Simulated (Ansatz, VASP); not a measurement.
GaAs: VASP beside Ansatz

```xyz
2
Lattice="0.0000 2.8331 2.8331 2.8331 0.0000 2.8331 2.8331 2.8331 0.0000" Properties=species:S:1:pos:R:3 pbc="T T T"
Ga    0.0000    0.0000    0.0000
As    1.4165    1.4165    1.4165
```

Alike in both runs: task single point; functional PBE; k mesh 8 × 8 × 8; occupations fermi-dirac, width 0.02 eV; no spin polarisation.

|  | VASP | Ansatz |
| --- | --- | --- |
| version | VASP 6.6.1 | Ansatz 0.2.0 |
| potentials or method | VASP PAW PBE potentials, release 64 (Ga_d, As_d) | plane waves, PAW |
| plane-wave cutoff (eV) | 600 | 420 |
| valence electrons in the cell | 28 | 28 |

```tsv
	VASP	Ansatz	Ansatz less VASP
pressure (GPa)	2.7	2.8	+0.08
```
